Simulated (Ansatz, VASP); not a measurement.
## NaH: VASP beside Ansatz

File POSCAR:

```
NaH
1.0
    2.2443531792      2.2443531792      0.0000000000
   -2.2443531792      2.2443531792      0.0000000000
    0.0000000000      2.2443531792      2.2443531792
Na H
1 1
Direct
    0.0000000000      0.0000000000      0.0000000000
    0.5000000000      0.5000000000      0.0000000000
```

INCAR.step1

```
SYSTEM = NaH
ALGO = Normal ; EDIFF = 1E-4
ENCUT = 520 ; GGA = PE
ISMEAR = 0 ; LASPH = .TRUE.
LCHARG = .FALSE. ; LREAL = .FALSE.
LWAVE = .TRUE. ; NBANDS = 11
NELM = 60 ; PREC = Accurate
SIGMA = 0.01
```

INCAR.step2

```
SYSTEM = NaH
ALGO = Normal ; EDIFF = 1E-7
ENCUT = 520 ; ISIF = 2
ISMEAR = 0 ; ISTART = 1
LASPH = .TRUE. ; LCHARG = .FALSE.
LMIXTAU = .TRUE. ; LREAL = .FALSE.
LWAVE = .FALSE. ; METAGGA = R2SCAN
NBANDS = 11 ; NELM = 60
PREC = Accurate ; SIGMA = 0.01
```

Contents of KPOINTS:

```
k-points
0
G
  8 8 8
  0 0 0
```

Input for Ansatz:

```yaml
crystal:
  lattice:
    - [2.24435317925, 2.24435317925, 0.0]
    - [-2.24435317925, 2.24435317925, 0.0]
    - [0.0, 2.24435317925, 2.24435317925]
  atoms:
    - { symbol: Na, position: [0.0, 0.0, 0.0] }
    - { symbol: H, position: [0.5, 0.5, 0.0] }
kpoints:
  mp_grid: { grid: [8, 8, 8] }
scf:
  occupations: { method: fixed }
  convergence: { dr2_threshold: 1.0e-10 }
hamiltonian:
  xc: r2scan
  pseudopotentials: { kind: paw }
output:
  forces: true
  stress: true
  eigenstates:
    kpoints:
      - [0.0, 0.0, 0.0]
      - [0.5, 0.0, 0.0]
      - [0.0, 0.5, 0.5]
      - [0.0, -0.5, 0.0]
      - [0.5, 0.0, 0.5]
      - [-0.75, 0.25, -0.25]
      - [-0.75, -0.25, -0.5]
      - [-0.5, -0.5, -0.75]
      - [-0.5, -0.5, -0.5]
      - [-0.5, 0.5, 0.0]
      - [0.0, 0.0, -0.5]
  eigenvalues: true
```

Alike in both runs: task single point; functional r2SCAN; k mesh 8 × 8 × 8; no spin polarisation.

```csv
,VASP,Ansatz
version,VASP 6.6.1,Ansatz 0.2.0
potentials or method,"VASP PAW PBE potentials, release 64 (Na_pv, H)","PAW with Ansatz's default frozen-core files, scalar-relativistic"
plane-wave cutoff (eV),520,500
occupations,"gaussian, width 0.01 eV",fixed
valence electrons in the cell,8,10
```

```tsv
	VASP	Ansatz	Ansatz less VASP
gap on the k mesh at the Fermi level (eV)	4.79	4.78	-0.012
pressure (GPa)	6.7	7.0	+0.28
```

VASP's potentials were made for PBE, not for r2SCAN. VASP's potentials hold 8 valence electrons a cell and Ansatz's 10, so a difference there can come from the potentials and not from the codes.
